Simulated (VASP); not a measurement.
A run of VASP 6.6.1:

Contents of POSCAR:

```
MgS
1.0
    0.0000000000      2.8331200468      2.8331200468
    2.8331200468      0.0000000000      2.8331200468
    2.8331200468      2.8331200468      0.0000000000
S Mg
1 1
Direct
    0.2500000000      0.2500000000      0.2500000000
    0.0000000000      0.0000000000      0.0000000000
```

Contents of INCAR.step1:

```
SYSTEM = MgS
ALGO     = Normal         ! electronic algorithm
EDIFF    = 1E-4           ! SCF threshold, eV
ENCUT    = 520            ! plane-wave cutoff, eV
GGA      = PE             ! functional
ISMEAR   = -1             ! smearing method
LASPH    = .TRUE.         ! aspherical terms in the spheres
LCHARG   = .FALSE.        ! write CHGCAR
LREAL    = .FALSE.        ! projectors in reciprocal space
LWAVE    = .TRUE.         ! write WAVECAR
NBANDS   = 11             ! bands
NELM     = 100            ! most SCF steps
PREC     = Accurate       ! precision mode
SIGMA    = 0.05           ! smearing width, eV
```

The input INCAR.step2:

```
SYSTEM = MgS
ALGO     = Normal         ! electronic algorithm
EDIFF    = 1E-6           ! SCF threshold, eV
ENCUT    = 520            ! plane-wave cutoff, eV
ISIF     = 2              ! what is computed and relaxed
ISMEAR   = -1             ! smearing method
ISTART   = 1            
LASPH    = .TRUE.         ! aspherical terms in the spheres
LCHARG   = .FALSE.        ! write CHGCAR
LMIXTAU  = .TRUE.       
LREAL    = .FALSE.        ! projectors in reciprocal space
LWAVE    = .FALSE.        ! write WAVECAR
METAGGA  = R2SCAN         ! meta-GGA
NBANDS   = 11             ! bands
NELM     = 100            ! most SCF steps
PREC     = Accurate       ! precision mode
SIGMA    = 0.05           ! smearing width, eV
```

KPOINTS

```
k-points
0
G
  8 8 8
  0 0 0
```

Potentials or basis: VASP PAW PBE potentials, release 64 (S, Mg).

Launch:

```sh
$ cat potpaw_PBE.64/S/POTCAR potpaw_PBE.64/Mg/POTCAR > POTCAR
$ cp INCAR.step1 INCAR
$ mpirun -np 1 vasp_std > vasp.out
$ cp INCAR.step2 INCAR
$ mpirun -np 1 vasp_std > vasp.out
```

Hardware: 1 thread of Intel(R) Xeon(R) 6975P-C (Granite Rapids), with other jobs on the host.

Q: How long does it take, and how much memory?

A: Run time: 35 s on 1 thread of Intel(R) Xeon(R) 6975P-C (Granite Rapids), with other jobs on the host, peak memory 0.17 GiB. Counts: k points 29.
